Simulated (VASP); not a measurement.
# Al2SnS4 (P4/mmm) in VASP: single point with r2SCAN+rVV10

Aim: the single point of Al2SnS4 with r2SCAN+rVV10.

Everything below comes from runs of VASP 6.6.1. Logs are shortened: lines on timing, memory, paths and dates and some standing lists are left out, and cuts for length are marked.

**1. The cell of the first run**

It takes space group P4/mmm (No. 123, tetragonal). The conventional cell has a = 6.497 Å, b = 6.497 Å, c = 3.223 Å, α = 90.00°, β = 90.00°, γ = 90.00°. Within 3.7 Å of Al (site symmetry mmm) lie 8 S at 2.81 Å and 2 Al at 3.22 Å and 4 Sn at 3.63 Å. Within 3.2 Å of Sn (site symmetry 4/mmm) lie 4 S at 2.43 Å. S (site symmetry m2m) has 1 Sn at 2.43 Å and 4 Al at 2.81 Å and 2 S at 3.06 Å within 3.2 Å.

**2. Single point, r2SCAN+rVV10**

The input, POSCAR:

```
Al2SnS4
1.0
    6.4973495219      0.0000000000      0.0000000000
    0.0000000000      6.4973495219      0.0000000000
    0.0000000000      0.0000000000      3.2226777067
Al Sn S
2 1 4
Direct
    0.5000000000      0.0000000000      0.5000000000
    0.0000000000      0.5000000000      0.5000000000
    0.0000000000      0.0000000000      0.0000000000
    0.2648564871      0.7351435129      0.0000000000
    0.2648564871      0.2648564871      0.0000000000
    0.7351435129      0.7351435129      0.0000000000
    0.7351435129      0.2648564871      0.0000000000
```

The input, INCAR.step1:

```
ALGO = Normal ; EDIFF = 1E-4
ENCUT = 520 ; GGA = PE
ISMEAR = -1 ; LASPH = T
LCHARG = F ; LREAL = F
LWAVE = T ; NBANDS = 31
NELM = 80 ; PREC = Accurate
SIGMA = 0.03
```

The input, INCAR.step2:

```
ALGO = Normal ; BPARAM = 11.95
CPARAM = 0.0093 ; EDIFF = 1E-6
ENCUT = 520 ; ISIF = 2
ISMEAR = -1 ; ISTART = 1
IVDW_NL = 2 ; LASPH = T
LCHARG = F ; LMIXTAU = T
LREAL = F ; LUSE_VDW = T
LWAVE = F ; METAGGA = R2SCAN
NBANDS = 31 ; NELM = 80
PREC = Accurate ; SIGMA = 0.03
```

The input, KPOINTS:

```
k-points
0
Gamma
  4 4 8
```

Potentials or basis: VASP PAW PBE potentials, release 64 (Al, Sn_d, S).

Started as:

```console
$ cat potpaw_PBE.64/Al/POTCAR potpaw_PBE.64/Sn_d/POTCAR potpaw_PBE.64/S/POTCAR > POTCAR
$ cp INCAR.step1 INCAR
$ mpirun -np 1 vasp_std > vasp.out
$ cp INCAR.step2 INCAR
$ mpirun -np 1 vasp_std > vasp.out
```

OUTCAR:

```text
BPARAM = 11.95
   EDIFF = 1E-6
   ENCUT = 520
   ISIF = 2
   ISMEAR = -1
   ISTART = 1
   IVDW_NL = 2
   LASPH = T
   LREAL = F
   METAGGA = R2SCAN
   NELM = 80
   PREC = Accurate

 ion  position               nearest neighbor table
   1  0.500  0.000  0.500-   4 2.81   5 2.81   6 2.81   7 2.81   4 2.81   5 2.81   6 2.81   7 2.81

   2  0.000  0.500  0.500-   4 2.81   5 2.81   6 2.81   7 2.81   4 2.81   5 2.81   6 2.81   7 2.81

   3  0.000  0.000  0.000-   4 2.43   5 2.43   6 2.43   7 2.43
   4  0.265  0.735  0.000-   3 2.43   2 2.81   1 2.81   1 2.81   2 2.81
   5  0.265  0.265  0.000-   3 2.43   2 2.81   1 2.81   1 2.81   2 2.81
   6  0.735  0.735  0.000-   3 2.43   2 2.81   1 2.81   1 2.81   2 2.81
   7  0.735  0.265  0.000-   3 2.43   2 2.81   1 2.81   1 2.81   2 2.81

  LATTYP: Found a simple tetragonal cell.
 ALAT       =     6.4973495219
 C/A-ratio  =     0.4959988216

  Lattice vectors:

 A1 = (   6.4973495219,   0.0000000000,   0.0000000000)
 A2 = (   0.0000000000,   6.4973495219,   0.0000000000)
 A3 = (   0.0000000000,   0.0000000000,   3.2226777067)

Analysis of symmetry for initial positions (statically):
=====================================================================
 Subroutine PRICEL returns:
 Original cell was already a primitive cell.

 Routine SETGRP: Setting up the symmetry group for a
 simple tetragonal supercell.

 Subroutine GETGRP returns: Found 16 space group operations
 (whereof 16 operations were pure point group operations)
 out of a pool of 16 trial point group operations.

The static configuration has the point symmetry D_4h.

Analysis of symmetry for dynamics (positions and initial velocities):
=====================================================================
 Subroutine PRICEL returns:
 Original cell was already a primitive cell.

 Routine SETGRP: Setting up the symmetry group for a
 simple tetragonal supercell.

 Subroutine GETGRP returns: Found 16 space group operations
 (whereof 16 operations were pure point group operations)
 out of a pool of 16 trial point group operations.

The dynamic configuration has the point symmetry D_4h.

 Subroutine INISYM returns: Found 16 space group operations
 (whereof 16 operations are pure point group operations),
 and found     1 'primitive' translations

----------------------------------------------------------------------------------------
[... 101 lines left out ...]
   ENCUT  =  520.0 eV  38.22 Ry    6.18 a.u.  12.08 12.08  5.99*2*pi/ulx,y,z
   NELM   =     80;   NELMIN=  2; NELMDL=  0     # of ELM steps
   EDIFF  = 0.1E-05   stopping-criterion for ELM
   LREAL  =      F    real-space projection
   EDIFFG = 0.1E-04   stopping-criterion for IOM
   NSW    =      0    number of steps for IOM
   IBRION =     -1    ionic relax: 0-MD 1-quasi-New 2-CG
   NFREE  =      0    steps in history (QN), initial steepest desc. (CG)
   ISIF   =      2    stress and relaxation
   ISYM   =      2    0-nonsym 1-usesym 2-fastsym
   POTIM  = 0.5000    time-step for ionic-motion
   TEBEG  =    0.0;   TEEND  =   0.0 temperature during run
   PSTRESS=    0.0 pullay stress
   NELECT =      44.0000    total number of electrons
   NUPDOWN=      -1.0000    fix difference up-down
   EMIN   =  10.00;   EMAX   =-10.00  energy-range for DOS
   EFERMI =   0.00;   METHOD = LEGACY
   ISMEAR =    -1;   SIGMA  =   0.03  broadening in eV -4-tet -1-fermi 0-gaus
   EFERMI_NEDOS =   21; number of points for ismear=-14 and -15
   IALGO  =     38    algorithm
   IMIX   =      4    mixing-type and parameters
     AMIX     =   0.40;   BMIX     =  1.00
     AMIX_MAG =   1.60;   BMIX_MAG =  1.00
  volume/ion in A,a.u.               =      19.44       131.16
  Fermi-wavevector in a.u.,A,eV,Ry     =   1.123732  2.123545 17.181067  1.262773
  Thomas-Fermi vector in A             =   2.260399
   LORBIT       =      0    0 simple, 1 ext, 2 COOP (PROOUT), +10 PAW based schemes
   METAGGA = R2SCAN    functional components
   LHFCALC =     F    Hartree Fock is set to
   AEXX    =    0.0000 exact exchange contribution
   IVDW_NL    =     2    kernel type
   BPARAM     =11.9500
   IVDW    =     0    specifies the selected vdW correction
   LEPSILON=     F    determine dielectric tensor
   LRPA    =     F    only Hartree local field effects (RPA)
 non-spin polarized calculation
  energy-cutoff  :      520.00
  volume of cell :      136.05
 maximum number of plane-waves:      3720
   NGX = 25   NGY = 25   NGZ = 11

 number of electron      44.0000015 magnetization

 Free energy of the ion-electron system (eV)
  ---------------------------------------------------
  ext. energy  EPLUGINS =         0.00000000
  ---------------------------------------------------
  free energy    TOTEN  =       -69.47432573 eV

  energy without entropy =      -69.47094462  energy(sigma->0) =      -69.47263517

 E-fermi :   6.3219     XC(G=0): -10.6582

 val. band max:        6.2713632365   @ k =   0.0000   0.0000   0.5000
 cond. band min:       6.3548205763   @ k =   0.0000   0.0000   0.5000
 fundamental gap:      0.0834573398
 Fermi energy:         6.3219491350

 k-point     1 :       0.0000    0.0000    0.0000
  band No.  band energies     occupation
      1     -15.9236      2.00000
      2     -15.8789      2.00000
      3     -15.6658      2.00000
      4     -15.6584      2.00000
      5     -15.6584      2.00000
      6      -9.0086      2.00000
[... 805 lines left out ...]
     30      12.2671      0.00000
     31      12.2671      0.00000

 [... further k-points ...]
[... 5 lines left out ...]
  --------------------------------------------------------------------------------------
  -------------------------------------------------------------------------------------
  Total       -0.0871484     -0.0871484     -0.1004290      0.0000000      0.0000000      0.0000000
  in kB       -1.0263149     -1.0263149     -1.1827156      0.0000000      0.0000000      0.0000000
  external PRESSURE =      -1.0784484 kB  Pullay stress =       0.0000000 kB

 VOLUME and BASIS-vectors are now :
 -----------------------------------------------------------------------------
  energy-cutoff  :      520.00
  volume of cell :      136.05
      direct lattice vectors                 reciprocal lattice vectors
     6.497349522  0.000000000  0.000000000     0.153908913  0.000000000  0.000000000
     0.000000000  6.497349522  0.000000000     0.000000000  0.153908913  0.000000000
     0.000000000  0.000000000  3.222677707     0.000000000  0.000000000  0.310300964

 POSITION                                       TOTAL-FORCE (eV/Angst)
 -----------------------------------------------------------------------------------
      3.24867      0.00000      1.61134         0.000000      0.000000      0.000000
      0.00000      3.24867      1.61134         0.000000      0.000000      0.000000
      0.00000      0.00000      0.00000         0.000000      0.000000      0.000000
      1.72087      4.77648      0.00000         0.001930     -0.001930     -0.000000
      1.72087      1.72087      0.00000         0.001930      0.001930      0.000000
      4.77648      4.77648      0.00000        -0.001930     -0.001930      0.000000
      4.77648      1.72087      0.00000        -0.001930      0.001930      0.000000
 -----------------------------------------------------------------------------------
    total drift:                                0.000000     -0.000000      0.000000

  FREE ENERGIE OF THE ION-ELECTRON SYSTEM (eV)
  ---------------------------------------------------
  free  energy   TOTEN  =       -69.4743257283 eV

  energy  without entropy=      -69.4709446185  energy(sigma->0) =      -69.47263517
```

OUTCAR.step1:

```text
EDIFF = 1E-4
   ENCUT = 520
   GGA = PE
   ISMEAR = -1
   LASPH = T
[... 1057 lines left out ...]
      1.72087      4.77648      0.00000         0.145656     -0.145656     -0.000000
      1.72087      1.72087      0.00000         0.145656      0.145656     -0.000000
      4.77648      4.77648      0.00000        -0.145656     -0.145656     -0.000000
      4.77648      1.72087      0.00000        -0.145656      0.145656      0.000000
 -----------------------------------------------------------------------------------
    total drift:                                0.000000     -0.000000      0.000000

  FREE ENERGIE OF THE ION-ELECTRON SYSTEM (eV)
  ---------------------------------------------------
  free  energy   TOTEN  =       -27.8593265289 eV

  energy  without entropy=      -27.8531669325  energy(sigma->0) =      -27.85624673
```

OSZICAR.step1:

```text
N       E                     dE             d eps       ncg     rms          rms(c)
DAV:   1     0.344054674018E+03    0.34405E+03   -0.18945E+04  1867   0.147E+03
DAV:   2     0.204438173375E+02   -0.32361E+03   -0.30591E+03  1978   0.373E+02
DAV:   3    -0.266699054850E+02   -0.47114E+02   -0.45025E+02  2355   0.123E+02
DAV:   4    -0.290178034672E+02   -0.23479E+01   -0.23269E+01  2314   0.289E+01
DAV:   5    -0.290967233933E+02   -0.78920E-01   -0.78881E-01  2603   0.561E+00    0.139E+01
DAV:   6    -0.279145288583E+02    0.11822E+01   -0.21002E+00  2393   0.867E+00    0.937E+00
DAV:   7    -0.278659141196E+02    0.48615E-01   -0.57584E-01  2286   0.308E+00    0.318E+00
DAV:   8    -0.278593479995E+02    0.65661E-02   -0.69865E-02  2205   0.128E+00    0.783E-01
DAV:   9    -0.278592824238E+02    0.65576E-04   -0.39697E-03  2286   0.362E-01    0.243E-01
DAV:  10    -0.278593265289E+02   -0.44105E-04   -0.96136E-04  2356   0.141E-01
   1 F= -.27859327E+02 E0= -.27856247E+02  d E =-.615960E-02
```

Run time: 15 min. Hardware: 1 thread of Oxide Virtual Turin-like, shared host; peak memory 0.48 GiB.

What came out:

```yaml
Free_energy: -69.4743 eV
Pressure: -0.1 GPa
Band_gap_on_the_k_mesh: zero (band 22 reaches 8.03 eV, above the bottom of band 23 at 5.36 eV)
```

Forces in eV/Å, atoms in the order of the input:
```
Al   0.000  0.000  0.000
Al   0.000  0.000  0.000
Sn   0.000  0.000  0.000
S    0.002 -0.002  0.000
S    0.002  0.002  0.000
S   -0.002 -0.002  0.000
S   -0.002  0.002  0.000
```

Caveat: the PAW data sets were made with another functional, which shifts forces and pressure a little; spin-orbit coupling is left out, which moves the levels of the heavy elements.
